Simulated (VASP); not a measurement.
# TiAl (P-6m2) in VASP: further runs

TiAl is run at these levels: PBEsol; tasks: single point.

Program: VASP 6.6.1. These are calculated values, not measurements. Logs are shortened: lines on timing, memory, paths and dates and some standing lists are left out, and cuts for length are marked.

## 1. The cell of the first run

It takes space group P-6m2 (No. 187, hexagonal). The conventional cell has a = 2.848 Å, b = 2.848 Å, c = 4.434 Å, α = 90.00°, β = 90.00°, γ = 120.00°. Ti (site symmetry -6m2) has 6 Al at 2.76 Å and 6 Ti at 2.85 Å within 3.6 Å. Al (site symmetry -6m2) has 6 Ti at 2.76 Å and 6 Al at 2.85 Å within 3.6 Å.

## 2. Single point, PBEsol

INCAR reads:

```
SYSTEM = TiAl
PREC = Accurate ; ENCUT = 520
EDIFF = 1E-6 ; ISMEAR = 0
SIGMA = 0.15 ; LREAL = .False.
LASPH = .True. ; NELM = 100
ALGO = Fast ; ISIF = 2
LWAVE = .False. ; LCHARG = .False.
GGA = PS ; NBANDS = 14
```

KPOINTS reads:

```
Automatic mesh
0
Gamma
  18 18 10
  0 0 0
```

POSCAR reads:

```
TiAl
1.0
    2.8475477334      0.0000000000      0.0000000000
   -1.4237738667      2.4660486756      0.0000000000
    0.0000000000      0.0000000000      4.4344000000
Ti Al
1 1
Direct
    0.0000000000      0.0000000000      0.0000000000
    0.3333333333      0.6666666667      0.5000000000
```

Potentials or basis: VASP PAW PBE potentials, release 64 (Ti_sv, Al).

On the command line:

```bash
> cat potpaw_PBE.64/Ti_sv/POTCAR potpaw_PBE.64/Al/POTCAR > POTCAR
> mpirun -np 1 vasp_std > vasp.out
```

OUTCAR:

```text
SYSTEM = TiAl
   PREC = Accurate
   ENCUT = 520
   EDIFF = 1E-6
   ISMEAR = 0
   LREAL = .False.
   LASPH = .True.
   NELM = 100
   ISIF = 2
   GGA = PS

 ion  position               nearest neighbor table
   1  0.000  0.000  0.000-   2 2.76   2 2.76   2 2.76   2 2.76   2 2.76   2 2.76
   2  0.333  0.667  0.500-   1 2.76   1 2.76   1 2.76   1 2.76   1 2.76   1 2.76

  LATTYP: Found a hexagonal cell.
 ALAT       =     2.8475477334
 C/A-ratio  =     1.5572697686

  Lattice vectors:

 A1 = (   2.8475477334,   0.0000000000,   0.0000000000)
 A2 = (  -1.4237738667,   2.4660486756,   0.0000000000)
 A3 = (   0.0000000000,   0.0000000000,   4.4344000000)

Analysis of symmetry for initial positions (statically):
=====================================================================
 Subroutine PRICEL returns:
 Original cell was already a primitive cell.

 Routine SETGRP: Setting up the symmetry group for a
 hexagonal supercell.

 Subroutine GETGRP returns: Found 12 space group operations
 (whereof 12 operations were pure point group operations)
 out of a pool of 24 trial point group operations.

The static configuration has the point symmetry D_3h.

Analysis of symmetry for dynamics (positions and initial velocities):
=====================================================================
 Subroutine PRICEL returns:
 Original cell was already a primitive cell.

 Routine SETGRP: Setting up the symmetry group for a
 hexagonal supercell.

 Subroutine GETGRP returns: Found 12 space group operations
 (whereof 12 operations were pure point group operations)
 out of a pool of 24 trial point group operations.

The dynamic configuration has the point symmetry D_3h.

 Subroutine INISYM returns: Found 12 space group operations
 (whereof 12 operations are pure point group operations),
 and found     1 'primitive' translations

----------------------------------------------------------------------------------------

                                     Primitive cell

  volume of cell :      31.1392

  direct lattice vectors                    reciprocal lattice vectors
     2.847547733  0.000000000  0.000000000     0.351179363  0.202753500  0.000000000
    -1.423773867  2.466048676  0.000000000     0.000000000  0.405507000  0.000000000
     0.000000000  0.000000000  4.434400000     0.000000000  0.000000000  0.225509652

  length of vectors
     2.847547733  2.847547733  4.434400000     0.405507000  0.405507000  0.225509652

  position of ions in fractional coordinates (direct lattice)
     0.000000000  0.000000000  0.000000000
     0.333333333  0.666666667  0.500000000

  ion indices of the primitive-cell ions
   primitive index   ion index
                 1           1
                 2           2

----------------------------------------------------------------------------------------

 KPOINTS: Automatic mesh

Automatic generation of k-mesh.
 Grid dimensions read from file:
 generate k-points for:   18   18   10

 Generating k-lattice:

  Cartesian coordinates                     Fractional coordinates (reciprocal lattice)
     0.019509965  0.011264083  0.000000000     0.055555556  0.000000000  0.000000000
     0.000000000  0.022528167  0.000000000     0.000000000  0.055555556  0.000000000
     0.000000000  0.000000000  0.022550965     0.000000000  0.000000000  0.100000000

  Length of vectors
     0.022528167  0.022528167  0.022550965

  Shift w.r.t. Gamma in fractional coordinates (k-lattice)
     0.000000000  0.000000000  0.000000000

 Subroutine IBZKPT returns following result:
 ===========================================

 Found    222 irreducible k-points:

 Following reciprocal coordinates:
            Coordinates               Weight
  0.000000  0.000000  0.000000      1.000000
  0.055556  0.000000  0.000000      6.000000
  0.111111  0.000000  0.000000      6.000000
  0.166667 -0.000000  0.000000      6.000000
  0.222222 -0.000000  0.000000      6.000000
  0.277778 -0.000000  0.000000      6.000000
[... 16 lines left out ...]
  0.333333  0.111111  0.000000     12.000000
  0.388889  0.111111  0.000000     12.000000
 [... further k-points ...]
   k-points           NKPTS =    222   k-points in BZ     NKDIM =    222   number of bands    NBANDS=     14
   number of dos      NEDOS =    301   number of ions     NIONS =      2
   total plane-waves  NPLWV =  20736
   dimension x,y,z NGX =    24 NGY =   24 NGZ =   36
   dimension x,y,z NGXF=    48 NGYF=   48 NGZF=   72
   ions per type =               1   1
   NGX,Y,Z   is equivalent  to a cutoff of  14.01, 14.01, 13.50 a.u.
   NGXF,Y,Z  is equivalent  to a cutoff of  28.02, 28.02, 26.99 a.u.
 SYSTEM =  TiAl
   PREC   = accura    normal or accurate (medium, high low for compatibility)
   ISTART =      0    job   : 0-new  1-cont  2-samecut
   ICHARG =      2    charge: 1-file 2-atom 10-const
   ISPIN  =      1    spin polarized calculation?
   LNONCOLLINEAR =      F non collinear calculations
   LSORBIT =      F    spin-orbit coupling
   LASPH  =      T    aspherical Exc in radial PAW
   ENCUT  =  520.0 eV  38.22 Ry    6.18 a.u.   5.29  5.29  8.25*2*pi/ulx,y,z
   NELM   =    100;   NELMIN=  2; NELMDL= -5     # of ELM steps
   EDIFF  = 0.1E-05   stopping-criterion for ELM
   LREAL  =      F    real-space projection
   EDIFFG = 0.1E-04   stopping-criterion for IOM
   NSW    =      0    number of steps for IOM
   IBRION =     -1    ionic relax: 0-MD 1-quasi-New 2-CG
   NFREE  =      0    steps in history (QN), initial steepest desc. (CG)
   ISIF   =      2    stress and relaxation
   ISYM   =      2    0-nonsym 1-usesym 2-fastsym
   POTIM  = 0.5000    time-step for ionic-motion
   TEBEG  =    0.0;   TEEND  =   0.0 temperature during run
   PSTRESS=    0.0 pullay stress
   NELECT =      15.0000    total number of electrons
   NUPDOWN=      -1.0000    fix difference up-down
   EMIN   =  10.00;   EMAX   =-10.00  energy-range for DOS
   EFERMI =   0.00;   METHOD = LEGACY
   ISMEAR =     0;   SIGMA  =   0.15  broadening in eV -4-tet -1-fermi 0-gaus
   EFERMI_NEDOS =   21; number of points for ismear=-14 and -15
   IALGO  =     68    algorithm
   IMIX   =      4    mixing-type and parameters
     AMIX     =   0.40;   BMIX     =  1.00
     AMIX_MAG =   1.60;   BMIX_MAG =  1.00
  volume/ion in A,a.u.               =      15.57       105.07
  Fermi-wavevector in a.u.,A,eV,Ry     =   1.283323  2.425129 22.407689  1.646919
  Thomas-Fermi vector in A             =   2.415583
   LORBIT       =      0    0 simple, 1 ext, 2 COOP (PROOUT), +10 PAW based schemes
   GGA     = PS    functional components
   LHFCALC =     F    Hartree Fock is set to
   AEXX    =    0.0000 exact exchange contribution
   IVDW    =     0    specifies the selected vdW correction
   LEPSILON=     F    determine dielectric tensor
   LRPA    =     F    only Hartree local field effects (RPA)
 non-spin polarized calculation
 RMM-DIIS sequential band-by-band and
 Gauss-broadening in eV      SIGMA  =   0.15
  energy-cutoff  :      520.00
  volume of cell :       31.14
 maximum number of plane-waves:       857
 NGX is ok and might be reduce to    24
   NGX = 11   NGY = 11   NGZ = 17

 number of electron      15.0000002 magnetization

 Free energy of the ion-electron system (eV)
  ---------------------------------------------------
  ext. energy  EPLUGINS =         0.00000000
  ---------------------------------------------------
  free energy    TOTEN  =       -12.90552429 eV

  energy without entropy =      -12.87652295  energy(sigma->0) =      -12.89102362

 E-fermi :   8.4319     XC(G=0): -11.3244

 val. band max:        8.4280216754   @ k =   0.3333  -0.0000   0.4000
 cond. band min:       8.4334687140   @ k =   0.2778  -0.0000   0.5000
 fundamental gap:      0.0054470386
 Fermi energy:         8.4318995190

 k-point     1 :       0.0000    0.0000    0.0000
  band No.  band energies     occupation
      1     -47.7132      2.00000
      2     -24.1561      2.00000
      3     -23.6979      2.00000
      4     -23.6979      2.00000
      5      -0.7057      2.00000
      6       6.2290      2.00000
      7       7.0021      2.00000
      8       9.7563      0.00000
      9       9.7563      0.00000
     10      11.2766      0.00000
     11      11.2766      0.00000
     12      13.2639      0.00000
     13      21.3563      0.00000
     14      21.3563      0.00000

 k-point     2 :       0.0556    0.0000    0.0000
  band No.  band energies     occupation
      1     -47.7101      2.00000
      2     -24.1529      2.00000
      3     -23.7175      2.00000
      4     -23.7023      2.00000
      5      -0.6271      2.00000
      6       6.3115      2.00000
      7       6.9948      2.00000
      8       9.6748      0.00000
      9       9.8214      0.00000
     10      11.2531      0.00000
     11      11.3123      0.00000
     12      13.2781      0.00000
     13      20.1489      0.00000
     14      20.6660      0.00000

 k-point     3 :       0.1111    0.0000    0.0000
  band No.  band energies     occupation
      1     -47.7009      2.00000
      2     -24.1437      2.00000
      3     -23.7739      2.00000
      4     -23.7149      2.00000
      5      -0.3930      2.00000
      6       6.5475      2.00000
      7       6.9743      2.00000
      8       9.4516      0.00000
      9      10.0131      0.00000
     10      11.1860      0.00000
     11      11.4183      0.00000
     12      13.3152      0.00000
     13      18.3437      0.00000
     14      19.7554      0.00000

 k-point     4 :       0.1667   -0.0000    0.0000
  band No.  band energies     occupation
      1     -47.6869      2.00000
      2     -24.1297      2.00000
      3     -23.8596      2.00000
      4     -23.7343      2.00000
      5      -0.0077      2.00000
      6       6.8965      2.00000
      7       6.9443      2.00000
      8       9.1420      0.00000
      9      10.3198      0.00000
     10      11.0850      0.00000
     11      11.5908      0.00000
     12      13.3548      0.00000
     13      16.5976      0.00000
     14      18.9277      0.00000

 k-point     5 :       0.2222   -0.0000    0.0000
  band No.  band energies     occupation
      1     -47.6697      2.00000
      2     -24.1124      2.00000
      3     -23.9635      2.00000
      4     -23.7580      2.00000
      5       0.5221      2.00000
      6       6.9100      2.00000
      7       7.2646      2.00000
      8       8.8228      0.00023
      9      10.7215      0.00000
     10      10.9639      0.00000
     11      11.8227      0.00000
[... 276 lines left out ...]
 k-point    22 :       0.2778    0.1111    0.0000
  band No.  band energies     occupation
      1     -47.6292      2.00000
      2     -24.1713      2.00000
      3     -24.0721      2.00000
      4     -23.8440      2.00000
      5       2.1937      2.00000
      6       6.9185      2.00000
      7       7.5398      2.00000
      8       8.2336      1.93843
      9      10.3303      0.00000
     10      11.3740      0.00000
     11      12.8278      0.00000
     12      12.8768      0.00000
     13      14.1923      0.00000
     14      15.3371      0.00000

 k-point    23 :       0.3333    0.1111    0.0000
  band No.  band energies     occupation
      1     -47.6158      2.00000
      2     -24.2420      2.00000
      3     -24.0588      2.00000
      4     -23.8686      2.00000
      5       3.0850      2.00000
      6       6.9336      2.00000
      7       7.1084      2.00000
      8       7.8872      2.00000
      9      10.1477      0.00000
     10      11.5233      0.00000
     11      12.8607      0.00000
     12      13.2272      0.00000
     13      14.2835      0.00000
     14      15.2265      0.00000

 k-point    24 :       0.3889    0.1111    0.0000
  band No.  band energies     occupation
      1     -47.6071      2.00000
      2     -24.2878      2.00000
      3     -24.0501      2.00000
      4     -23.8846      2.00000
      5       4.0402      2.00000
      6       6.3316      2.00000
      7       6.9490      2.00000
      8       7.6132      2.00000
      9      10.0238      0.00000
     10      11.7785      0.00000
     11      12.8900      0.00000
     12      13.5473      0.00000
     13      14.2594      0.00000
     14      15.4584      0.00000

 [... further k-points ...]
[... 5 lines left out ...]
  --------------------------------------------------------------------------------------
  -------------------------------------------------------------------------------------
  Total        0.6626865      0.6626865      2.0499890      0.0000000      0.0000000      0.0000000
  in kB       34.0966082     34.0966082    105.4762259      0.0000000      0.0000000      0.0000000
  external PRESSURE =      57.8898141 kB  Pullay stress =       0.0000000 kB

 VOLUME and BASIS-vectors are now :
 -----------------------------------------------------------------------------
  energy-cutoff  :      520.00
  volume of cell :       31.14
      direct lattice vectors                 reciprocal lattice vectors
     2.847547733  0.000000000  0.000000000     0.351179363  0.202753500  0.000000000
    -1.423773867  2.466048676  0.000000000     0.000000000  0.405507000  0.000000000
     0.000000000  0.000000000  4.434400000     0.000000000  0.000000000  0.225509652

 POSITION                                       TOTAL-FORCE (eV/Angst)
 -----------------------------------------------------------------------------------
      0.00000      0.00000      0.00000         0.000000      0.000000      0.000000
     -0.00000      1.64403      2.21720         0.000000      0.000000      0.000000
 -----------------------------------------------------------------------------------
    total drift:                                0.000000     -0.000000      0.000000

  FREE ENERGIE OF THE ION-ELECTRON SYSTEM (eV)
  ---------------------------------------------------
  free  energy   TOTEN  =       -12.9055242898 eV

  energy  without entropy=      -12.8765229502  energy(sigma->0) =      -12.89102362
```

Wall time 74 s (1 thread of Intel Xeon 6975P-C (Granite Rapids), shared host); peak memory 0.23 GiB.

What came out:

```yaml
Free_energy: -12.9055 eV
Pressure: 5.8 GPa
```

Stress tensor (GPa, compression positive):
```
 3.41  0.00  0.00
 0.00  3.41  0.00
 0.00  0.00 10.55
```

Levels at points of the mesh, in eV from the Fermi level:
| k point | band 5 | band 6 | band 7 | band 8 | band 9 | band 10 | band 11 | band 12 |
| --- | --- | --- | --- | --- | --- | --- | --- | --- |
| (0.00, 0.00, 0.00) | -9.14 | -2.20 | -1.43 | 1.32 | 1.32 | 2.84 | 2.84 | 4.83 |
| (0.50, 0.00, 0.00) | -3.93 | -2.91 | -1.62 | -1.02 | 2.12 | 4.14 | 4.55 | 4.59 |
| (0.00, 0.00, 0.50) | -8.03 | -5.32 | -0.22 | 1.34 | 1.34 | 2.73 | 2.73 | 7.79 |
| (0.50, 0.00, 0.50) | -3.89 | -2.37 | -1.92 | 0.59 | 1.08 | 1.84 | 3.57 | 4.14 |

Caveat: the PAW data sets were made with another functional, which shifts forces and pressure a little.

## 3. Single point, PBEsol

This run uses another cell than the first one, of 15.52 Å³/atom, 0.997 times its volume.

INCAR reads:

```
PREC = Accurate
ENCUT = 520
EDIFF = 1E-6
ISMEAR = 0
SIGMA = 0.15
LREAL = F
LASPH = T
NELM = 100
ALGO = Normal
ISIF = 2
LWAVE = F
LCHARG = F
GGA = PS
NBANDS = 14
```

KPOINTS reads:

```
Automatic mesh
0
Gamma
  18 18 10
```

POSCAR reads:

```
TiAl
1.0
    2.9045000000      0.0000000000      0.0000000000
   -1.4522500000      2.5153707853      0.0000000000
    0.0000000000      0.0000000000      4.2497000000
Ti Al
1 1
Direct
    0.0000000000      0.0000000000      0.0000000000
    0.3333333333      0.6666666667      0.5000000000
```

Potentials or basis: VASP PAW PBE potentials, release 64 (Ti_sv, Al).

On the command line:

```bash
> cat potpaw_PBE.64/Ti_sv/POTCAR potpaw_PBE.64/Al/POTCAR > POTCAR
> mpirun -np 1 vasp_std > vasp.out
```

It took 33 s on 1 thread of Intel Xeon 6975P-C (Granite Rapids), shared host; peak memory 0.22 GiB.

It converged, with:

| Quantity | Value |
| --- | --- |
| Free energy | -12.8109 eV |
| Pressure | 7.8 GPa |

Stress tensor (GPa, compression positive):
```
 2.70  0.00  0.00
 0.00  2.70  0.00
 0.00  0.00 17.91
```

Levels at points of the mesh, in eV from the Fermi level:
```tsv
k point	band 6	band 7	band 8	band 9	band 10	band 11
(0.00, 0.00, 0.00)	-2.01	-0.83	1.25	1.25	2.64	2.64
(0.50, 0.00, 0.00)	-3.05	-1.53	-0.95	1.94	3.92	4.62
(0.00, 0.00, 0.50)	-5.20	0.13	1.28	1.28	2.46	2.46
(0.50, 0.00, 0.50)	-2.27	-1.91	0.50	1.23	1.55	3.92
```

Caveat: the PAW data sets were made with another functional, which shifts forces and pressure a little.

(Part 1 of 2 ends here.)
